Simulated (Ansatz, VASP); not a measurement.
**One calculation of NaI, two programs**

Contents of INCAR:

```
SYSTEM = NaI
PREC = Accurate
ENCUT = 520
EDIFF = 1E-6
ISMEAR = 0
SIGMA = 0.05
LREAL = .False.
LASPH = .True.
NELM = 80
ALGO = Normal
ISIF = 2
LWAVE = .False.
LCHARG = .False.
GGA = PE
NBANDS = 14
```

Contents of KPOINTS:

```
regular mesh
0
Gamma
  6 6 6
  0 0 0
```

Contents of POSCAR:

```
NaI
1.0
    0.0000000000      3.2364000000      3.1393080000
    3.2364000000      0.0000000000      3.1393080000
    3.2364000000      3.2364000000      0.0000000000
Na I
1 1
Direct
    0.0000000000      0.0000000000      0.0000000000
    0.5000000000      0.5000000000      0.5000000000
```

Input for Ansatz:

```yaml
crystal:
  lattice:
    - [0.0, 3.2364, 3.139308]
    - [3.2364, 0.0, 3.139308]
    - [3.2364, 3.2364, 0.0]
  atoms:
    - { symbol: Na, position: [0.0, 0.0, 0.0] }
    - { symbol: I, position: [0.5, 0.5, 0.5] }
basis:
  ecutwfc: 420
kpoints:
  mp_grid: { grid: [6, 6, 6] }
hamiltonian:
  xc: pbe
scf:
  occupations: { method: gaussian, width: 0.05 }
output:
  forces: true
  stress: true
  eigenvalues: true
```

Change from the starting cell: strain +0.000 along x and y, -0.030 along z, atoms carried along.

Alike in both runs: task single point; functional PBE; k mesh 6 × 6 × 6; occupations gaussian, width 0.05 eV; no spin polarisation.

|  | VASP | Ansatz |
| --- | --- | --- |
| version | VASP 6.6.1 | Ansatz 0.2.0 |
| potentials or method | VASP PAW PBE potentials, release 64 (Na_pv, I), cutoff 520 eV | scalar-relativistic, plane waves, PAW |
| valence electrons in the cell | 14 | 26 |

VASP gave:

```
gap on the k mesh at the Fermi level (eV)                     : 3.71
least direct gap on the mesh (eV)                             : 3.71
pressure (GPa)                                                : 1.0
traceless stress, the component that is largest in VASP (GPa) : 0.65
```

Question: What did Ansatz give for the same quantities?

Answer: gap on the k mesh at the Fermi level (eV): 3.72; least direct gap on the mesh (eV): 3.72; pressure (GPa): 1.0; traceless stress, the component that is largest in VASP (GPa): 0.64.

With one functional, cell and mesh, what is left measures potentials, basis and numerics. VASP's potentials hold 14 valence electrons a cell and Ansatz's 26, so a difference there can come from the potentials and not from the codes.

Neither program's run includes spin-orbit coupling.
